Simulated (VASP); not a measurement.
**Cs: single point with PBE**

Crystal: Cs.

```
Cs
1.0
    -2.73872    2.73872    4.01886
     2.73872   -2.73872    4.01886
     2.73872    2.73872   -4.01886
Cs
1
Direct
  0.00000 0.00000 0.00000
```

This cell differs from its parent crystal: strained.

```yaml
Program: VASP 6.6.1
Task: single point
Functional: PBE
Potentials_or_basis: VASP PAW PBE potentials, release 64 (Cs_sv)
Cutoff: 520 eV
k_mesh: 12 × 12 × 12
Occupations: gaussian, width 0.1 eV
Spin: no spin polarisation
Dipole_correction: no
Further_INCAR_settings: ALGO = Fast; EDIFF = 1e-06; NBANDS = 10
```

```json
{
 "Pressure": "-0.1 GPa",
 "Band gap on the k mesh": "zero (an odd number of electrons rules out a gap without spin polarisation)"
}
```

Levels at points of the mesh, in eV from the Fermi level:
```tsv
k point	band 1	band 2	band 3	band 4	band 5	band 6	band 7	band 8	band 9	band 10
(0.00, 0.00, 0.00)	-23.87	-10.62	-10.62	-10.62	-1.62	2.36	2.47	2.47	3.35	3.58
(0.50, 0.00, 0.00)	-23.87	-10.74	-10.64	-10.63	-0.01	0.73	2.21	2.38	4.19	4.28
(0.50, 0.50, 0.00)	-23.86	-10.73	-10.67	-10.66	0.33	1.06	1.44	3.79	3.88	4.07
(0.50, 0.50, 0.50)	-23.86	-10.73	-10.66	-10.66	0.26	1.12	1.24	4.00	4.04	4.12
```

It took 4.6 min on 1 thread of Intel Xeon 8259CL, with other jobs on the host, peak memory 0.37 GiB.

Caveat: the cell differs from its parent crystal (strained); spin-orbit coupling is left out, which moves the levels of the heavy elements.
